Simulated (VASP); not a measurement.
Input of a VASP 6.6.1 run:

File INCAR:

```
  PREC = Accurate
  ENCUT = 520
  EDIFF = 1E-6
  ISMEAR = 0
  SIGMA = 0.02
  LREAL = Auto
  LASPH = True
  NELM = 150
  ALGO = Normal
  ISIF = 2
  LWAVE = False
  LCHARG = True
  ISPIN = 2
  MAGMOM = 0 0 0 0 0 0 0 0 0 0 0 0 0 0 0 0 0.58
  LORBIT = 11
  GGA = PE
  LELF = True
  LVHAR = True
  NBANDS = 58
```

The input KPOINTS:

```
regular mesh
0
Gamma
  2 2 2
```

File POSCAR:

```
Li8HF8
1.0
   -4.0681815568      4.0681815568      0.0000000000
    0.0000000000      4.0681815568     -4.0681815568
   -4.0681815568      0.0000000000     -4.0681815568
Li F H
8 8 1
Direct
    0.0105765929     -0.0112690398      0.5113644686
    0.0105698331      0.4897011041      0.5113579546
   -0.0405940585      0.0035620337      0.0338940134
   -0.0061053077      0.4996063896      0.0072556988
    0.5331776544      0.0035724807      0.4601039737
    0.5064338873      0.4996074958      0.4947158754
    0.4891236962      0.0075471066     -0.0100946822
    0.4891206236      0.5137869269     -0.0100982465
    0.2452421275      0.7135373531      0.7460894893
    0.2452513454      0.2954300302      0.7460962491
    0.2446292001      0.7519949533      0.2517586754
    0.2565674578      0.2428094681      0.2581920166
    0.7509807410      0.7519947075      0.7454074892
    0.7573903615      0.2428189318      0.7573502945
    0.7508091656      0.7458469976      0.2515947201
    0.7508095343      0.2521461950      0.2515936139
    0.2960600414     -0.0462875114      0.7967333696
```

Potentials or basis: VASP PAW PBE potentials, release 64 (Li_sv, F, H).

Run with:

```console
$ cat potpaw_PBE.64/Li_sv/POTCAR potpaw_PBE.64/F/POTCAR potpaw_PBE.64/H/POTCAR > POTCAR
$ mpirun -np 1 vasp_std > vasp.out
```

(1) What does it give for the net moment?

(2) Estimate the site moments.

Results:

(1) 1.00 μB per cell.

(2) Li +0.00, +0.01 (each value once); F +0.11, +0.03, +0.00 (each value once); H +0.34 μB.

Caveat: the k points lie up to 0.67 Å⁻¹ apart.
